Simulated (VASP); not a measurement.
# AsSe3 (Fm-3m) in VASP: a series of runs

The runs below take AsSe3 through single point, relaxation of cell and atoms, with PBE.

All numbers are computed with VASP 6.6.1; they aren't measurements. Logs are shortened: lines on timing, memory, paths and dates and some standing lists are left out, and cuts for length are marked.

### 1 The cell of the first run

It takes space group Fm-3m (No. 225, cubic). Conventional cell: a = 9.988 Å, b = 9.988 Å, c = 9.988 Å, α = 90.00°, β = 90.00°, γ = 90.00°. Within 3.6 Å of As (site symmetry m-3m) lie 6 Se at 2.76 Å. As (site symmetry m-3m) has 6 Se at 2.24 Å within 3.0 Å. Se (site symmetry 4mm) has 2 As at 2.24 to 2.76 Å within 3.0 Å.

The cell was built from a structure type or drawn by symmetry, and may not be a known phase.

### 2 Single point, PBE

INCAR

```
PREC     = Accurate       # precision mode
ENCUT    = 520            # plane-wave cutoff, eV
EDIFF    = 1E-6           # SCF threshold, eV
ISMEAR   = 0              # smearing method
SIGMA    = 0.1            # smearing width, eV
LREAL    = False          # projectors in reciprocal space
LASPH    = True           # aspherical terms in the spheres
NELM     = 60             # most SCF steps
ALGO     = Normal         # electronic algorithm
ISIF     = 2              # what is computed and relaxed
LWAVE    = False          # write WAVECAR
LCHARG   = False          # write CHGCAR
GGA      = PE             # functional
NBANDS   = 33             # bands
```

KPOINTS

```
Automatic mesh
0
Gamma
  4 4 4
```

POSCAR

```
AsSe3
1.0
    0.0000000000      4.9939142000      4.9939142000
    4.9939142000      0.0000000000      4.9939142000
    4.9939142000      4.9939142000      0.0000000000
As Se
2 6
Direct
    0.0000000000      0.0000000000      0.0000000000
    0.5000000000      0.5000000000      0.5000000000
    0.7240000100      0.2759999900      0.2759999900
    0.2759999900      0.7240000100      0.2759999900
    0.2759999900      0.7240000100      0.7240000100
    0.7240000100      0.2759999900      0.7240000100
    0.2759999900      0.2759999900      0.7240000100
    0.7240000100      0.7240000100      0.2759999900
```

Potentials or basis: VASP PAW PBE potentials, release 64 (As, Se).

Command:

```console
$ cat potpaw_PBE.64/As/POTCAR potpaw_PBE.64/Se/POTCAR > POTCAR
$ mpirun -np 1 vasp_std > vasp.out
```

OUTCAR:

```text
PREC = Accurate
   ENCUT = 520
   EDIFF = 1E-6
   ISMEAR = 0
   LREAL = False
   LASPH = True
   NELM = 60
   ISIF = 2
   GGA = PE

 ion  position               nearest neighbor table
   1  0.000  0.000  0.000-   3 2.76   4 2.76   5 2.76   6 2.76   7 2.76   8 2.76
   2  0.500  0.500  0.500-   3 2.24   4 2.24   5 2.24   6 2.24   7 2.24   8 2.24
   3  0.724  0.276  0.276-   2 2.24   1 2.76
   4  0.276  0.724  0.276-   2 2.24   1 2.76
   5  0.276  0.724  0.724-   2 2.24   1 2.76
   6  0.724  0.276  0.724-   2 2.24   1 2.76
   7  0.276  0.276  0.724-   2 2.24   1 2.76
   8  0.724  0.724  0.276-   2 2.24   1 2.76

  LATTYP: Found a face centered cubic cell.
 ALAT       =     9.9878284000

  Lattice vectors:

 A1 = (   0.0000000000,   4.9939142000,   4.9939142000)
 A2 = (   4.9939142000,   0.0000000000,   4.9939142000)
 A3 = (   4.9939142000,   4.9939142000,   0.0000000000)

Analysis of symmetry for initial positions (statically):
=====================================================================
 Subroutine PRICEL returns:
 Original cell was already a primitive cell.

 Routine SETGRP: Setting up the symmetry group for a
 face centered cubic supercell.

 Subroutine GETGRP returns: Found 48 space group operations
 (whereof 48 operations were pure point group operations)
 out of a pool of 48 trial point group operations.

The static configuration has the point symmetry O_h .

Analysis of symmetry for dynamics (positions and initial velocities):
=====================================================================
 Subroutine PRICEL returns:
 Original cell was already a primitive cell.

 Routine SETGRP: Setting up the symmetry group for a
 face centered cubic supercell.

 Subroutine GETGRP returns: Found 48 space group operations
 (whereof 48 operations were pure point group operations)
 out of a pool of 48 trial point group operations.

The dynamic configuration has the point symmetry O_h .

 Subroutine INISYM returns: Found 48 space group operations
 (whereof 48 operations are pure point group operations),
 and found     1 'primitive' translations

----------------------------------------------------------------------------------------

                                     Primitive cell

  volume of cell :     249.0882

  direct lattice vectors                    reciprocal lattice vectors
     0.000000000  4.993914200  4.993914200    -0.100121864  0.100121864  0.100121864
     4.993914200  0.000000000  4.993914200     0.100121864 -0.100121864  0.100121864
     4.993914200  4.993914200  0.000000000     0.100121864  0.100121864 -0.100121864

  length of vectors
     7.062461191  7.062461191  7.062461191     0.173416156  0.173416156  0.173416156

  position of ions in fractional coordinates (direct lattice)
     0.000000000  0.000000000  0.000000000
     0.500000000  0.500000000  0.500000000
     0.724000010  0.275999990  0.275999990
     0.275999990  0.724000010  0.275999990
     0.275999990  0.724000010  0.724000010
     0.724000010  0.275999990  0.724000010
     0.275999990  0.275999990  0.724000010
     0.724000010  0.724000010  0.275999990

  ion indices of the primitive-cell ions
   primitive index   ion index
                 1           1
                 2           2
                 3           3
                 4           4
                 5           5
                 6           6
                 7           7
                 8           8

----------------------------------------------------------------------------------------

 KPOINTS: Automatic mesh

Automatic generation of k-mesh.
 Grid dimensions read from file:
 generate k-points for:    4    4    4

 Generating k-lattice:

  Cartesian coordinates                     Fractional coordinates (reciprocal lattice)
    -0.025030466  0.025030466  0.025030466     0.250000000  0.000000000  0.000000000
     0.025030466 -0.025030466  0.025030466     0.000000000  0.250000000  0.000000000
     0.025030466  0.025030466 -0.025030466     0.000000000  0.000000000  0.250000000

  Length of vectors
     0.043354039  0.043354039  0.043354039

  Shift w.r.t. Gamma in fractional coordinates (k-lattice)
     0.000000000  0.000000000  0.000000000

 Subroutine IBZKPT returns following result:
 ===========================================

 Found      8 irreducible k-points:

 Following reciprocal coordinates:
            Coordinates               Weight
  0.000000  0.000000  0.000000      1.000000
  0.250000  0.000000  0.000000      8.000000
  0.500000  0.000000  0.000000      4.000000
  0.250000  0.250000  0.000000      6.000000
  0.500000  0.250000  0.000000     24.000000
 -0.250000  0.250000  0.000000     12.000000
  0.500000  0.500000  0.000000      3.000000
 -0.250000  0.500000  0.250000      6.000000
   k-points           NKPTS =      8   k-points in BZ     NKDIM =      8   number of bands    NBANDS=     33
   number of dos      NEDOS =    301   number of ions     NIONS =      8
   total plane-waves  NPLWV = 157464
   dimension x,y,z NGX =    54 NGY =   54 NGZ =   54
   dimension x,y,z NGXF=   108 NGYF=  108 NGZF=  108
   ions per type =               2   6
   NGX,Y,Z   is equivalent  to a cutoff of  12.71, 12.71, 12.71 a.u.
   NGXF,Y,Z  is equivalent  to a cutoff of  25.42, 25.42, 25.42 a.u.
 SYSTEM =  unknown system
   PREC   = accura    normal or accurate (medium, high low for compatibility)
   ISTART =      0    job   : 0-new  1-cont  2-samecut
   ICHARG =      2    charge: 1-file 2-atom 10-const
   ISPIN  =      1    spin polarized calculation?
   LNONCOLLINEAR =      F non collinear calculations
   LSORBIT =      F    spin-orbit coupling
   LASPH  =      T    aspherical Exc in radial PAW
   ENCUT  =  520.0 eV  38.22 Ry    6.18 a.u.  13.13 13.13 13.13*2*pi/ulx,y,z
   NELM   =     60;   NELMIN=  2; NELMDL= -5     # of ELM steps
   EDIFF  = 0.1E-05   stopping-criterion for ELM
   LREAL  =      F    real-space projection
   EDIFFG = 0.1E-04   stopping-criterion for IOM
   NSW    =      0    number of steps for IOM
   IBRION =     -1    ionic relax: 0-MD 1-quasi-New 2-CG
   NFREE  =      0    steps in history (QN), initial steepest desc. (CG)
   ISIF   =      2    stress and relaxation
   ISYM   =      2    0-nonsym 1-usesym 2-fastsym
   POTIM  = 0.5000    time-step for ionic-motion
   TEBEG  =    0.0;   TEEND  =   0.0 temperature during run
   PSTRESS=    0.0 pullay stress
   NELECT =      46.0000    total number of electrons
   NUPDOWN=      -1.0000    fix difference up-down
   EMIN   =  10.00;   EMAX   =-10.00  energy-range for DOS
   EFERMI =   0.00;   METHOD = LEGACY
   ISMEAR =     0;   SIGMA  =   0.10  broadening in eV -4-tet -1-fermi 0-gaus
   EFERMI_NEDOS =   21; number of points for ismear=-14 and -15
   IALGO  =     38    algorithm
   IMIX   =      4    mixing-type and parameters
     AMIX     =   0.40;   BMIX     =  1.00
     AMIX_MAG =   1.60;   BMIX_MAG =  1.00
  volume/ion in A,a.u.               =      31.14       210.12
  Fermi-wavevector in a.u.,A,eV,Ry     =   0.932273  1.761740 11.825268  0.869133
  Thomas-Fermi vector in A             =   2.058853
   LORBIT       =      0    0 simple, 1 ext, 2 COOP (PROOUT), +10 PAW based schemes
   GGA     = PE    functional components
   LHFCALC =     F    Hartree Fock is set to
   AEXX    =    0.0000 exact exchange contribution
   IVDW    =     0    specifies the selected vdW correction
   LEPSILON=     F    determine dielectric tensor
   LRPA    =     F    only Hartree local field effects (RPA)
 non-spin polarized calculation
 Gauss-broadening in eV      SIGMA  =   0.10
  energy-cutoff  :      520.00
  volume of cell :      249.09
 maximum number of plane-waves:      6754
 NGX is ok and might be reduce to    54
   NGX = 27   NGY = 27   NGZ = 27

 number of electron      45.9999998 magnetization

 Free energy of the ion-electron system (eV)
  ---------------------------------------------------
  ext. energy  EPLUGINS =         0.00000000
  ---------------------------------------------------
  free energy    TOTEN  =       -22.73237025 eV

  energy without entropy =      -22.70192689  energy(sigma->0) =      -22.71714857

 E-fermi :   1.1589     XC(G=0):  -7.9417

 val. band max:        1.1376288821   @ k =   0.5000   0.2500   0.0000
 cond. band min:       1.2868313808   @ k =   0.5000   0.2500   0.0000
 fundamental gap:      0.1492024987
 Fermi energy:         1.1589097933

 k-point     1 :       0.0000    0.0000    0.0000
  band No.  band energies     occupation
      1     -15.4701      2.00000
      2     -11.9400      2.00000
      3     -11.9400      2.00000
      4     -11.9400      2.00000
      5     -10.6442      2.00000
      6     -10.6053      2.00000
[... 25 lines left out ...]
     32       6.7116      0.00000
     33       6.7116      0.00000

 k-point     2 :       0.2500    0.0000    0.0000
  band No.  band energies     occupation
      1     -15.4420      2.00000
      2     -12.2631      2.00000
      3     -11.9007      2.00000
      4     -11.9007      2.00000
      5     -10.6966      2.00000
      6     -10.6966      2.00000
[... 25 lines left out ...]
     32       7.3179      0.00000
     33       7.3591      0.00000

 k-point     3 :       0.5000    0.0000    0.0000
  band No.  band energies     occupation
      1     -15.4125      2.00000
      2     -12.4884      2.00000
      3     -11.8562      2.00000
      4     -11.8562      2.00000
      5     -10.7908      2.00000
      6     -10.7908      2.00000
[... 25 lines left out ...]
     32       7.1481      0.00000
     33       7.3463      0.00000

 k-point     4 :       0.2500    0.2500    0.0000
  band No.  band energies     occupation
      1     -15.4347      2.00000
      2     -12.1597      2.00000
      3     -11.9540      2.00000
      4     -11.9540      2.00000
      5     -11.0667      2.00000
      6     -10.5967      2.00000
[... 25 lines left out ...]
     32       7.0290      0.00000
     33       7.2519      0.00000

 k-point     5 :       0.5000    0.2500    0.0000
  band No.  band energies     occupation
      1     -15.4074      2.00000
      2     -12.3300      2.00000
      3     -11.9242      2.00000
      4     -11.9160      2.00000
      5     -11.2076      2.00000
      6     -10.6864      2.00000
[... 25 lines left out ...]
     32       7.9640      0.00000
     33       8.0949      0.00000

 k-point     6 :      -0.2500    0.2500    0.0000
  band No.  band energies     occupation
      1     -15.4150      2.00000
      2     -12.3637      2.00000
      3     -11.9683      2.00000
      4     -11.8563      2.00000
      5     -10.9200      2.00000
      6     -10.7906      2.00000
[... 25 lines left out ...]
     32       7.1779      0.00000
     33       7.5331      0.00000

 k-point     7 :       0.5000    0.5000    0.0000
  band No.  band energies     occupation
      1     -15.4021      2.00000
      2     -11.9970      2.00000
      3     -11.9679      2.00000
      4     -11.9679      2.00000
      5     -11.7443      2.00000
      6     -10.5879      2.00000
[... 25 lines left out ...]
     32       8.2509      0.00000
     33       8.4634      0.00000

 k-point     8 :      -0.2500    0.5000    0.2500
  band No.  band energies     occupation
      1     -15.3997      2.00000
      2     -12.2390      2.00000
      3     -11.9825      2.00000
      4     -11.9825      2.00000
      5     -11.2806      2.00000
      6     -10.7253      2.00000
[... 25 lines left out ...]
     32       7.7018      0.00000
     33       8.5953      0.00000

------------------------ aborting loop because EDIFF is reached ----------------------------------------

  FORCE on cell =-STRESS in cart. coord.  units (eV):
  Direction    XX          YY          ZZ          XY          YZ          ZX
  --------------------------------------------------------------------------------------
  -------------------------------------------------------------------------------------
  Total       13.7420147     13.7420147     13.7420147     -0.0000000      0.0000000      0.0000000
  in kB       88.3909430     88.3909430     88.3909430     -0.0000000      0.0000000      0.0000000
  external PRESSURE =      88.3909430 kB  Pullay stress =       0.0000000 kB

 VOLUME and BASIS-vectors are now :
 -----------------------------------------------------------------------------
  energy-cutoff  :      520.00
  volume of cell :      249.09
      direct lattice vectors                 reciprocal lattice vectors
     0.000000000  4.993914200  4.993914200    -0.100121864  0.100121864  0.100121864
     4.993914200  0.000000000  4.993914200     0.100121864 -0.100121864  0.100121864
     4.993914200  4.993914200  0.000000000     0.100121864  0.100121864 -0.100121864

 POSITION                                       TOTAL-FORCE (eV/Angst)
 -----------------------------------------------------------------------------------
      0.00000      0.00000      0.00000         0.000000     -0.000000      0.000000
      4.99391      4.99391      4.99391         0.000000      0.000000      0.000000
      2.75664      4.99391      4.99391        -3.434203      0.000000      0.000000
      4.99391      2.75664      4.99391         0.000000     -3.434203      0.000000
      7.23119      4.99391      4.99391         3.434203      0.000000      0.000000
      4.99391      7.23119      4.99391         0.000000      3.434203      0.000000
      4.99391      4.99391      2.75664         0.000000      0.000000     -3.434203
      4.99391      4.99391      7.23119         0.000000      0.000000      3.434203
 -----------------------------------------------------------------------------------
    total drift:                                0.000000      0.000000      0.000000

  FREE ENERGIE OF THE ION-ELECTRON SYSTEM (eV)
  ---------------------------------------------------
  free  energy   TOTEN  =       -22.7323702533 eV

  energy  without entropy=      -22.7019268917  energy(sigma->0) =      -22.71714857
```

Wall time 77 s (1 thread of AMD EPYC 7R13 (Zen 3), shared host); peak memory 0.38 GiB.

Results:

| Item | Value |
| --- | --- |
| Free energy | -22.7324 eV |
| Pressure | 8.8 GPa |
| Largest force | 3.434 eV/Å |
| Band gap on the k mesh | zero (bands 23 and 24 overlap by 0.58 eV) |

Forces on the atoms (eV/Å):
```
As   0.000  0.000  0.000
As   0.000  0.000  0.000
Se  -3.434  0.000  0.000
Se   0.000 -3.434  0.000
Se   3.434  0.000  0.000
Se   0.000  3.434  0.000
Se   0.000  0.000 -3.434
Se   0.000  0.000  3.434
```

Levels at points of the mesh, in eV from the Fermi level:
```
           k point  band 19  band 20  band 21  band 22  band 23  band 24  band 25  band 26  band 27  band 28
(0.00, 0.00, 0.00)    -0.59    -0.45    -0.45    -0.45     0.24     0.24     0.24     1.03     1.03     1.03
(0.50, 0.00, 0.00)    -1.45    -1.32    -0.31    -0.25    -0.25     0.48     0.48     0.58     3.09     3.09
(0.50, 0.50, 0.00)    -0.96    -0.48    -0.48    -0.44    -0.35    -0.35     0.87     0.87     1.02     1.16
```

Caveat: the cell stands under pressure; forces of over 1 eV/Å act on the atoms, so gaps and moduli don't describe the material at rest.

### 3 Relaxation of cell and atoms, PBE

INCAR

```
PREC = Accurate ; ENCUT = 600
EDIFF = 1E-6 ; ISMEAR = 0
SIGMA = 0.1 ; LREAL = False
LASPH = True ; NELM = 60
ALGO = Normal ; ISIF = 3
LWAVE = False ; LCHARG = False
GGA = PE ; IBRION = 2
NSW = 90 ; EDIFFG = -0.04
```

KPOINTS

```
regular mesh
0
Gamma
  4 4 4
```

POSCAR is that of step 2.

Potentials or basis: VASP PAW PBE potentials, release 64 (As, Se).

Command:

```console
$ cat potpaw_PBE.64/As/POTCAR potpaw_PBE.64/Se/POTCAR > POTCAR
$ mpirun -np 1 vasp_std > vasp.out
```

Run time: 8.5 min. Hardware: 1 thread of AMD EPYC 7R13 (Zen 3), shared host; peak memory 0.45 GiB.

The run converged. Its results:

- Free energy: -25.1839 eV
- Relaxed volume: 33.08 Å³/atom
- Relaxed cell: a = 7.207 Å, b = 7.207 Å, c = 7.207 Å, α = 60.00°, β = 60.00°, γ = 60.00°
- Space group after relaxing (to 0.1 Å): Pm-3m (No. 221)
- Energy gained by relaxing: 306.4 meV/atom
- Ionic steps: 10
- Pressure after relaxing: 0.0 GPa
- Largest force after relaxing: 0.010 eV/Å
- Band gap on the k mesh: zero (bands 23 and 24 overlap by 0.58 eV)

Forces on the atoms (eV/Å):
```
As   0.000  0.000  0.000
As   0.000  0.000  0.000
Se  -0.010  0.000  0.000
Se   0.000 -0.010  0.000
Se   0.010  0.000  0.000
Se   0.000  0.010  0.000
Se   0.000  0.000 -0.010
Se   0.000  0.000  0.010
```

Step by step:
```csv
step,energy change (eV),largest force (eV/Å),pressure (GPa),volume (Å³)
1,0.0000,3.4341,8.84,249.09
2,-1.6101,0.2281,-3.82,316.28
3,-1.9000,0.6962,-1.60,291.34
4,-2.1444,0.6405,-1.01,280.43
5,-2.3936,0.1936,1.58,254.11
6,-2.4007,0.3400,0.91,258.95
7,-2.4022,0.3005,1.09,257.43
8,-2.4477,0.0865,0.19,262.96
9,-2.4487,0.0414,0.28,262.23
10,-2.4510,0.0099,-0.05,264.67
```

Final structure:
```cif
data_structure
_symmetry_space_group_name_H-M 'P 1'
_symmetry_Int_Tables_number 1
_cell_length_a 7.2067
_cell_length_b 7.2067
_cell_length_c 7.2067
_cell_angle_alpha 60.000
_cell_angle_beta 60.000
_cell_angle_gamma 60.000
_cell_volume 264.67
loop_
_atom_site_label
_atom_site_type_symbol
_atom_site_fract_x
_atom_site_fract_y
_atom_site_fract_z
_atom_site_occupancy
As1 As 0.00000 0.00000 0.00000 1
As2 As 0.50000 0.50000 0.50000 1
Se1 Se 0.74988 0.25012 0.25012 1
Se2 Se 0.25012 0.74988 0.25012 1
Se3 Se 0.25012 0.74988 0.74988 1
Se4 Se 0.74988 0.25012 0.74988 1
Se5 Se 0.25012 0.25012 0.74988 1
Se6 Se 0.74988 0.74988 0.25012 1
```

Levels at points of the mesh, in eV from the Fermi level:
| k point | band 20 | band 21 | band 22 | band 23 | band 24 | band 25 |
| --- | --- | --- | --- | --- | --- | --- |
| (0.00, 0.00, 0.00) | -0.20 | -0.20 | -0.20 | 0.36 | 0.36 | 0.36 |
| (0.50, 0.00, 0.00) | -1.34 | 0.21 | 0.21 | 0.21 | 0.21 | 0.24 |
| (0.50, 0.50, 0.00) | -1.01 | -0.64 | -0.22 | -0.22 | 0.01 | 0.91 |
